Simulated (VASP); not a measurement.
A run of VASP 6.6.1:

The input INCAR:

```
PREC = Accurate
ENCUT = 520
EDIFF = 1E-6
ISMEAR = 0
SIGMA = 0.1
LREAL = False
LASPH = True
NELM = 150
ALGO = Normal
ISIF = 2
LWAVE = False
LCHARG = False
ISPIN = 2
MAGMOM = 1 1 0 0
LORBIT = 11
LMAXMIX = 4
GGA = PE
NBANDS = 34
```

File KPOINTS:

```
Automatic mesh
0
Gamma
  4 4 4
```

POSCAR

```
RhCl
1.0
    3.9972552783      0.0000000000      0.0000000000
    0.0000000000      3.9972552783      0.0000000000
    0.0000000000      0.0000000000      5.0508796315
Rh Cl
2 2
Direct
    0.0000000000      0.5000000000      0.2351000000
    0.5000000000      0.0000000000      0.7649000000
    0.0000000000      0.0000000000      0.0000000000
    0.5000000000      0.5000000000      0.0000000000
```

Potentials or basis: VASP PAW PBE potentials, release 64 (Rh_pv, Cl).

Launch:

```console
$ cat potpaw_PBE.64/Rh_pv/POTCAR potpaw_PBE.64/Cl/POTCAR > POTCAR
$ mpirun -np 1 vasp_std > vasp.out
```

Hardware: 1 thread of Oxide Virtual Turin-like Processor, on a shared host.

Q: How long does it take, and how much memory?

A: Run time: 89 s on 1 thread of Oxide Virtual Turin-like Processor (shared host), peak memory 0.21 GiB. Counts: scf iterations 15, k points 18.
